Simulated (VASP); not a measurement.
# TiH7C16: single point with PBE

TiH7C16, a slab with vacuum:

```
H C Ti
1.0
     5.04874    0.00000    0.00000
     2.52437    4.37234    0.00000
     0.00000    0.00000   16.77643
H C Ti
7 16 1
Direct
  0.16667 0.16667 0.05961
  0.66667 0.16667 0.05961
  0.16667 0.66667 0.05961
  0.66667 0.66667 0.05961
  0.49938 0.00144 0.34393
  0.00126 0.49910 0.34389
  0.49968 0.49902 0.34391
  0.16667 0.16667 0.12518
  0.66667 0.16667 0.12518
  0.16667 0.66667 0.12518
  0.66667 0.66667 0.12518
  0.83333 0.33333 0.15589
  0.33333 0.33333 0.15589
  0.83333 0.83333 0.15589
  0.33333 0.83333 0.15589
  0.83428 0.33148 0.24886
  0.33332 0.33337 0.24836
  0.83430 0.83427 0.24885
  0.33148 0.83424 0.24886
  0.00002 0.99999 0.27933
  0.50007 0.99989 0.27694
  0.99984 0.50009 0.27695
  0.50011 0.50006 0.27696
  0.00052 0.99867 0.41092
```

```json
{"Program": "VASP 6.6.1", "Task": "single point", "Functional": "PBE", "Potentials or basis": "VASP PAW PBE potentials, release 64 (H, C, Ti_sv)", "Cutoff": "520 eV", "k mesh": "3 × 3 × 1", "Occupations": "gaussian, width 0.02 eV", "Spin": "collinear spin", "Starting moments": "[0.0, 0.0, 0.0, 0.0, 0.0, 0.0, 0.0, 0.0, 0.0, 0.0, 0.0, 0.0, 0.0, 0.0, 0.0, 0.0, 0.0, 0.0, 0.0, 0.0, 0.0, 0.0, 0.0, 1.0] μB", "Dipole correction": "no", "Further INCAR settings": "LREAL = Auto; ALGO = Normal; EDIFF = 1e-07; NBANDS = 64"}
```

| Property | Result |
| --- | --- |
| Largest force | 1.132 eV/Å |
| Band gap on the k mesh | 0.08 eV (least direct gap 0.19 eV) |
| Net moment | 3.00 μB per cell |
| Site moments | H +0.00; C +0.00, -0.00, -0.03, +0.02 (each value once); Ti +1.89 μB |
| Valence electrons inside the program's atomic spheres | H 0.69, 0.68 (each value once); C 2.59, 2.56, 2.58, 2.54 (each value once); Ti 10.20 |

Forces on the atoms (eV/Å):
```
H    0.007  0.003 -0.203
H   -0.007  0.004 -0.203
H    0.000 -0.008 -0.203
H    0.000  0.000 -0.231
H   -0.002  0.001  0.020
H    0.006  0.002  0.039
H   -0.006  0.003  0.034
C   -0.029 -0.017  1.131
C    0.029 -0.017  1.130
C    0.000  0.033  1.128
C    0.000  0.000  1.132
C    0.000 -0.039 -0.948
C    0.001  0.002 -1.016
C    0.035  0.019 -0.950
C   -0.033  0.017 -0.949
C   -0.003 -0.013  0.004
C    0.001 -0.005  0.012
C   -0.001  0.005  0.008
C   -0.001  0.009  0.012
C    0.001  0.001  0.029
C    0.001  0.000  0.033
C    0.002 -0.004  0.013
C   -0.002 -0.004  0.013
Ti   0.003  0.008 -0.037
```

Levels at points of the mesh, in eV from the valence-band top:
Spin up:
```
           k point  band 39  band 40  band 41  band 42  band 43  band 44  band 45  band 46  band 47  band 48
(0.00, 0.00, 0.00)    -0.95    -0.95    -0.94    -0.12    -0.11     0.70     0.70     0.97     2.12     3.21
```
Spin down:
```tsv
k point	band 38	band 39	band 40	band 41	band 42	band 43
(0.00, 0.00, 0.00)	-1.77	-0.94	-0.93	0.08	1.68	1.68
```

Wall time 41 min on 1 thread of Intel(R) Xeon(R) 6975P-C (Granite Rapids), with other jobs on the host, peak memory 0.71 GiB.

Caveat: the k points lie up to 0.48 Å⁻¹ apart.
